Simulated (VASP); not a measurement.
Set up this calculation in VASP 6.6.1, as the native input.

```
Task                   : single point
Functional             : PBE
Potentials or basis    : VASP PAW PBE potentials, release 64 (W_sv)
Cutoff                 : 520 eV
k mesh                 : 20 × 20 × 20
Occupations            : gaussian, width 0.15 eV
Spin                   : no spin polarisation
Dipole correction      : no
Further INCAR settings : ALGO = Fast; EDIFF = 1e-06; NBANDS = 13
```

The structure of W lies in POSCAR:

```
W
1.0
   -1.7370637500      1.4575362500      1.5973000000
    1.7370637500     -1.4575362500      1.5973000000
    1.7370637500      1.4575362500     -1.5973000000
W
1
Direct
    0.0000000000      0.0000000000      0.0000000000
```

This cell differs from its parent crystal: strain +0.0875 x Voigt [1, -1, 0, 0, 0, 0].

The input as run:

INCAR

```
SYSTEM = W
PREC     = Accurate       ! precision mode
ENCUT    = 520            ! plane-wave cutoff, eV
EDIFF    = 1E-6           ! SCF threshold, eV
ISMEAR   = 0              ! smearing method
SIGMA    = 0.15           ! smearing width, eV
LREAL    = .False.        ! projectors in reciprocal space
LASPH    = .True.         ! aspherical terms in the spheres
NELM     = 100            ! most SCF steps
ALGO     = Fast           ! electronic algorithm
ISIF     = 2              ! what is computed and relaxed
LWAVE    = .False.        ! write WAVECAR
LCHARG   = .True.         ! write CHGCAR
GGA      = PE             ! functional
LELF     = .True.         ! ELF
LVHAR    = .True.       
NBANDS   = 13             ! bands
```

KPOINTS

```
regular mesh
0
Gamma
  20 20 20
  0 0 0
```

Potentials or basis: VASP PAW PBE potentials, release 64 (W_sv).

Launch:

```console
$ cat potpaw_PBE.64/W_sv/POTCAR > POTCAR
$ mpirun -np 1 vasp_std > vasp.out
```

Results of the run:

```yaml
Pressure: 3.1 GPa
Band_gap_on_the_k_mesh: zero (bands 7 and 8 overlap by 5.97 eV)
```

Caveat: the cell differs from its parent crystal (strain +0.0875 x Voigt [1, -1, 0, 0, 0, 0]); the cell stands under pressure; spin-orbit coupling is left out, which moves the levels of the heavy elements.

Run time: 4 min on 1 thread of Intel Xeon 8259CL, on a shared host, peak memory 0.34 GiB.
